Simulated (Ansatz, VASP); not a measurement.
**One calculation of SnSe2, two programs**

```
Sn Se
1.0
     4.25892    0.00000    0.00000
    -2.12946    3.35303    0.00000
     0.00000    0.00000    6.98802
Sn Se
1 2
Direct
  0.00000 0.00000 0.00000
  0.33333 0.66667 0.22815
  0.66667 0.33333 0.77185
```

Change from the starting cell: strain +0.1000 x Voigt [1, 0, 0, 0, 0, 0], atoms carried along.

Alike in both runs: task single point; functional PBE; k mesh 12 × 12 × 4; occupations gaussian, width 0.05 eV; no spin polarisation.

```csv
,VASP,Ansatz
version,VASP 6.6.1,Ansatz 0.2.0
potentials or method,"VASP PAW PBE potentials, release 64 (Sn_d, Se), cutoff 520 eV","scalar-relativistic, plane waves, PAW"
valence electrons in the cell,26,46
```

Ansatz gave:

* gap on the k mesh at the Fermi level (eV): 0.31
* least direct gap on the mesh (eV): 0.71
* pressure (GPa): -3.8
* traceless stress, the component that is largest in VASP (GPa): -2.55
* rms of the force components (eV/Å): 0.208

**Question.** Which values does VASP return?

**Answer.** gap on the k mesh at the Fermi level (eV): 0.31; least direct gap on the mesh (eV): 0.70; pressure (GPa): -3.8; traceless stress, the component that is largest in VASP (GPa): -2.55; rms of the force components (eV/Å): 0.204.

Atom by atom the forces differ by 0.004 eV/Å (rms over components). With one functional, cell and mesh, what is left measures potentials, basis and numerics. VASP's potentials hold 26 valence electrons a cell and Ansatz's 46, so a difference there can come from the potentials and not from the codes.
